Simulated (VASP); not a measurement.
Set up this calculation in VASP 6.6.1, as the native input.

```yaml
Task: single point
Functional: PBE
Potentials_or_basis: VASP PAW PBE potentials, release 64 (Ir)
Cutoff: 520 eV
k_mesh: 22 × 22 × 22
Occupations: gaussian, width 0.15 eV
Spin: no spin polarisation
Dipole_correction: no
Further_INCAR_settings: ALGO = Normal; EDIFF = 1e-07; NBANDS = 10
```

The structure of Ir lies in POSCAR:

```
Ir
1.0
    0.0000000000      1.8429120000      2.0732760000
    1.8429120000      0.0000000000      2.0732760000
    1.8429120000      1.8429120000      0.0000000000
Ir
1
Direct
    0.0000000000      0.0000000000      0.0000000000
```

This cell differs from its parent crystal: strain -0.040 along x and y, +0.080 along z.

The input as run:

INCAR

```
SYSTEM = Ir
ALGO     = Normal         ! electronic algorithm
EDIFF    = 1E-7           ! SCF threshold, eV
ENCUT    = 520            ! plane-wave cutoff, eV
GGA      = PE             ! functional
ISIF     = 2              ! what is computed and relaxed
ISMEAR   = 0              ! smearing method
LASPH    = .True.         ! aspherical terms in the spheres
LCHARG   = .False.        ! write CHGCAR
LREAL    = .False.        ! projectors in reciprocal space
LWAVE    = .False.        ! write WAVECAR
NBANDS   = 10             ! bands
NELM     = 60             ! most SCF steps
PREC     = Accurate       ! precision mode
SIGMA    = 0.15           ! smearing width, eV
```

KPOINTS

```
k-points
0
Gamma
  22 22 22
  0 0 0
```

Potentials or basis: VASP PAW PBE potentials, release 64 (Ir).

Launch:

```sh
$ cat potpaw_PBE.64/Ir/POTCAR > POTCAR
$ mpirun -np 1 vasp_std > vasp.out
```

Results of the run:

| Quantity | Value |
| --- | --- |
| Pressure | 15.2 GPa |
| Band gap on the k mesh | zero (an odd number of electrons rules out a gap without spin polarisation) |

Caveat: the cell differs from its parent crystal (strain -0.040 along x and y, +0.080 along z); the cell stands under pressure; spin-orbit coupling is left out, which moves the levels of the heavy elements.

Run time: 94 s on 1 thread of Intel Xeon 8259CL, with other jobs on the host, peak memory 0.25 GiB.
